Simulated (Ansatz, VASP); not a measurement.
Rh in VASP and in Ansatz

The input INCAR:

```
SYSTEM = Rh
  PREC = Accurate
  ENCUT = 520
  EDIFF = 1E-7
  ISMEAR = 0
  SIGMA = 0.15
  LREAL = .False.
  LASPH = .True.
  NELM = 60
  ALGO = Fast
  ISIF = 2
  LWAVE = .False.
  LCHARG = .True.
  GGA = PE
  LELF = .True.
  LVHAR = .True.
  NBANDS = 14
```

KPOINTS

```
regular mesh
0
Gamma
  22 22 22
  0 0 0
```

The input POSCAR:

```
Rh
1.0
    0.0000000000      1.8064725000      1.9015500000
    1.8064725000      0.0000000000      1.9015500000
    1.8064725000      1.8064725000      0.0000000000
Rh
1
Direct
    0.0000000000      0.0000000000      0.0000000000
```

Input for Ansatz:

```yaml
crystal:
  lattice:
    - [0.0, 1.8064725, 1.90155]
    - [1.8064725, 0.0, 1.90155]
    - [1.8064725, 1.8064725, 0.0]
  atoms:
    - { symbol: Rh, position: [0.0, 0.0, 0.0] }
basis:
  ecutwfc: 420
kpoints:
  mp_grid: { grid: [22, 22, 22] }
hamiltonian:
  xc: pbe
scf:
  occupations: { method: gaussian, width: 0.15 }
output:
  forces: true
  stress: true
  eigenvalues: true
```

Change from the starting cell: strain -0.050 along x and y, +0.000 along z, atoms carried along.

Alike in both runs: task single point; functional PBE; k mesh 22 × 22 × 22; occupations gaussian, width 0.15 eV; no spin polarisation.

|  | VASP | Ansatz |
| --- | --- | --- |
| version | VASP 6.6.1 | Ansatz 0.2.0 |
| potentials or method | VASP PAW PBE potentials, release 64 (Rh_pv), cutoff 520 eV | scalar-relativistic, plane waves, PAW |
| valence electrons in the cell | 15 | 17 |

Ansatz gave:

- gap on the k mesh at the Fermi level (eV): none
- pressure (GPa): 44.3
- traceless stress, the component that is largest in VASP (GPa): -11.68

Q: What did VASP give for the same quantities?

A: gap on the k mesh at the Fermi level (eV): none; pressure (GPa): 44.4; traceless stress, the component that is largest in VASP (GPa): -11.66.

A gap of «none» marks a metal or a gap that the smearing closes. Both programs put the cell under a high pressure, so it lies far from rest at this level. VASP's potentials hold 15 valence electrons a cell and Ansatz's 17, so a difference there can come from the potentials and not from the codes.
